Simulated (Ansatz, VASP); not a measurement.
**C in VASP and in Ansatz**

File INCAR:

```
ALGO     = Normal         # electronic algorithm
EDIFF    = 1E-6           # SCF threshold, eV
ENCUT    = 520            # plane-wave cutoff, eV
GGA      = PE             # functional
ISIF     = 2              # what is computed and relaxed
ISMEAR   = -1             # smearing method
LASPH    = True           # aspherical terms in the spheres
LCHARG   = False          # write CHGCAR
LREAL    = False          # projectors in reciprocal space
LWAVE    = False          # write WAVECAR
NBANDS   = 26             # bands
NELM     = 100            # most SCF steps
PREC     = Accurate       # precision mode
SIGMA    = 0.05           # smearing width, eV
```

Contents of KPOINTS:

```
k-points
0
Gamma
  12 12 4
```

The input POSCAR:

```
C
1.0
    2.4706141248      0.0000000000      0.0000000000
   -1.2353070624      2.1396145950      0.0000000000
    0.0000000000      0.0000000000      8.0689487361
C
8
Direct
    0.6666666667      0.3333333333      0.8437500000
    0.3333333333      0.6666666667      0.3437500000
    0.6666666667      0.3333333333      0.6562500000
    0.3333333333      0.6666666667      0.1562500000
    0.0000000000      0.0000000000      0.9062500000
    0.0000000000      0.0000000000      0.4062500000
    0.0000000000      0.0000000000      0.5937500000
    0.0000000000      0.0000000000      0.0937500000
```

File input.yaml:

```yaml
crystal:
  lattice:
    - [2.4706141248, 0.0, 0.0]
    - [-1.2353070624, 2.139614595, 0.0]
    - [0.0, 0.0, 8.0689487361]
  atoms:
    - { symbol: C, position: [0.6666666667, 0.3333333333, 0.84375] }
    - { symbol: C, position: [0.3333333333, 0.6666666667, 0.34375] }
    - { symbol: C, position: [0.6666666667, 0.3333333333, 0.65625] }
    - { symbol: C, position: [0.3333333333, 0.6666666667, 0.15625] }
    - { symbol: C, position: [0.0, 0.0, 0.90625] }
    - { symbol: C, position: [0.0, 0.0, 0.40625] }
    - { symbol: C, position: [0.0, 0.0, 0.59375] }
    - { symbol: C, position: [0.0, 0.0, 0.09375] }
kpoints:
  mp_grid: { grid: [12, 12, 4] }
scf:
  occupations: { method: fermi_dirac, width: 0.05 }
hamiltonian:
  xc: pbe
  pseudopotentials: { kind: all_electron, lapw: { basis_error: 0.001 } }
output:
  forces: true
  stress: true
  eigenvalues: true
```

Change from the starting cell: volume scaled by 0.94.

Alike in both runs: task single point; functional PBE; k mesh 12 × 12 × 4; occupations fermi-dirac, width 0.05 eV; no spin polarisation.

|  | VASP | Ansatz |
| --- | --- | --- |
| version | VASP 6.6.1 | Ansatz 0.2.0 |
| potentials or method | VASP PAW PBE potentials, release 64 (C), cutoff 520 eV | all-electron LAPW, scalar-relativistic |

Ansatz gave:

* gap on the k mesh at the Fermi level (eV): 4.57
* least direct gap on the mesh (eV): 5.33
* pressure (GPa): 32.9
* traceless stress, the component that is largest in VASP (GPa): 9.64
* rms of the force components (eV/Å): 0.209

Q: Estimate VASP's values.

A: gap on the k mesh at the Fermi level (eV): 4.56; least direct gap on the mesh (eV): 5.31; pressure (GPa): 33.8; traceless stress, the component that is largest in VASP (GPa): 9.65; rms of the force components (eV/Å): 0.209.

Atom by atom the forces differ by 0.000 eV/Å (rms over components). Both programs put the cell under a high pressure, so it lies far from rest at this level. Ansatz ran all-electron here, and VASP with PAW potentials.
